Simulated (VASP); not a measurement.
**InP: single point with PBE**

The system is InP, a wire with vacuum.

```
In P
1.0
     9.00000    0.00000    0.00000
     0.00000    9.30000    0.00000
     0.00000    0.00000    4.98629
In P
1 1
Direct
  0.50000 0.50000 0.00000
  0.50000 0.50000 0.46500
```

```json
{
  "Program": "VASP 6.6.1",
  "Task": "single point",
  "Functional": "PBE",
  "Potentials or basis": "VASP PAW PBE potentials, release 64 (In_d, P)",
  "Cutoff": "520 eV",
  "k mesh": "1 × 1 × 13",
  "Occupations": "gaussian, width 0.05 eV",
  "Spin": "collinear spin",
  "Starting moments": "[0.5, 0.5] μB"
}
```

- Largest force: 1.902 eV/Å
- Net moment: 0.77 μB per cell
- Site moments: In +0.03; P +0.31 μB
- Valence electrons inside the program's atomic spheres: In 11.36; P 2.44

Forces in eV/Å, atoms in the order of the input:
```
In   0.000  0.000 -1.902
P    0.000  0.000  1.902
```

Levels at points of the mesh, in eV from the Fermi level:
Spin up:
| k point | band 6 | band 7 | band 8 | band 9 | band 10 | band 11 | band 12 | band 13 |
| --- | --- | --- | --- | --- | --- | --- | --- | --- |
| (0.00, 0.00, 0.00) | -9.26 | -2.71 | -1.64 | -1.03 | -1.03 | 4.01 | 4.08 | 4.09 |
Spin down:
| k point | band 5 | band 6 | band 7 | band 8 | band 9 | band 10 | band 11 | band 12 | band 13 | band 14 |
| --- | --- | --- | --- | --- | --- | --- | --- | --- | --- | --- |
| (0.00, 0.00, 0.00) | -14.24 | -8.80 | -2.48 | -1.46 | -0.51 | -0.51 | 4.06 | 4.31 | 4.32 | 5.25 |

It took 2.2 min on 1 thread of AMD EPYC 9R45 96-Core Processor (Zen 5), with other jobs on the host, peak memory 0.58 GiB.

Caveat: spin-orbit coupling is left out, which moves the levels of the heavy elements.
